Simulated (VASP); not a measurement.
Write the native input for VASP 6.6.1 that does the following.

```yaml
Task: single point
Functional: LDA
Potentials_or_basis: VASP PAW LDA potentials, release 64 (Si)
Cutoff: 520 eV
k_mesh: 22 × 22 × 22
Occupations: gaussian, width 0.15 eV
Spin: no spin polarisation
Dipole_correction: no
Further_INCAR_settings: ALGO = Normal; EDIFF = 1e-06; NBANDS = 11
```

The structure of Si lies in POSCAR:

```
Si
1.0
   -2.2315467764      2.2315467764      1.5010639486
    2.2315467764     -2.2315467764      1.5010639486
    2.2315467764      2.2315467764     -1.5010639486
Si
2
Direct
    0.2500000000      0.7500000000      0.5000000000
    0.5000000000      0.5000000000      0.0000000000
```

This cell differs from its parent crystal: ratio of the length along z to the lengths across it x 1.2, volume and fractional coordinates fixed.

One way to write it, as run:

INCAR

```
  PREC = Accurate
  ENCUT = 520
  EDIFF = 1E-6
  ISMEAR = 0
  SIGMA = 0.15
  LREAL = F
  LASPH = T
  NELM = 100
  ALGO = Normal
  ISIF = 2
  LWAVE = F
  LCHARG = F
  GGA = CA
  NBANDS = 11
```

KPOINTS

```
Automatic mesh
0
Gamma
  22 22 22
```

Potentials or basis: VASP PAW LDA potentials, release 64 (Si).

Launch:

```bash
$ cat potpaw_LDA.64/Si/POTCAR > POTCAR
$ mpirun -np 1 vasp_std > vasp.out
```

Results of the run:

The pressure is 6.4 GPa and the band gap on the k mesh is zero (band 4 reaches 12.71 eV, above the bottom of band 5 at 5.22 eV).

It took 2 min on 1 thread of AMD EPYC 9R14 (Zen 4), on a shared host, peak memory 0.28 GiB.
